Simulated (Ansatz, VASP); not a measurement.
## BaO in VASP and in Ansatz

The input INCAR:

```
ALGO = Normal
EDIFF = 1E-6
ENCUT = 600
GGA = PE
GGA_COMPAT = False
ISIF = 2
ISMEAR = 0
LASPH = True
LCHARG = False
LREAL = False
LWAVE = False
NBANDS = 15
NELM = 120
PREC = Accurate
SIGMA = 0.01
```

KPOINTS

```
k-points
0
Gamma
  6 6 6
```

File POSCAR:

```
BaO
1.0
    0.0000000000      2.8000000000      2.8000000000
    2.8000000000      0.0000000000      2.8000000000
    2.8000000000      2.8000000000      0.0000000000
Ba O
1 1
Direct
    0.0007801537     -0.0007801537     -0.0007801537
    0.4933035714      0.5066964286      0.5066964286
```

Input for Ansatz:

```yaml
crystal:
  atoms:
  - position: [0.0007801536530637509, -0.0007801536530637509, -0.0007801536530637509]
    symbol: Ba
  - position: [0.4933035714285714, 0.5066964285714286, 0.5066964285714286]
    symbol: O
  lattice:
  - [0.0, 2.8, 2.8]
  - [2.8, 0.0, 2.8]
  - [2.8, 2.8, 0.0]
hamiltonian:
  dispersion: none
  pseudopotentials:
    dirac_shells:
      Ba: [2p, 3d, 3p]
    kind: all_electron
    lapw: {basis_error: 0.025 meV}
    relativity: scalar
  xc: pbe
kpoints:
  mp_grid:
    grid: [6, 6, 6]
    shift: [0, 0, 0]
magnetization: {spin_polarized: false}
output: {forces: true, stress: true}
scf:
  convergence: {dr2_threshold: 1e-10 eV}
  lower_state_search: 'off'
  max_iter: 200
  occupations: {method: fixed}
```

Alike in both runs: task single point; functional PBE; k mesh 6 × 6 × 6; no spin polarisation.

```csv
,VASP,Ansatz
version,VASP 6.6.1,Ansatz 0.2 development build
potentials or method,"VASP PAW PBE potentials, release 64 (Ba_sv, O), cutoff 600 eV","all-electron full-potential LAPW, scalar-relativistic"
occupations,"gaussian, width 0.01 eV",fixed
```

```tsv
	VASP	Ansatz	Ansatz less VASP
gap on the k mesh at the Fermi level (eV)	2.08	2.14	+0.060
pressure (GPa)	0.5	-0.9	-1.42
traceless stress, the component that is largest in VASP (GPa)	0.07	0.05	-0.015
rms of the force components (eV/Å)	0.013	0.005	-0.0077
```

Atom by atom the forces differ by 0.008 eV/Å (rms over components). Ansatz ran all-electron here, and VASP with PAW potentials.

Spin-orbit coupling is off throughout.
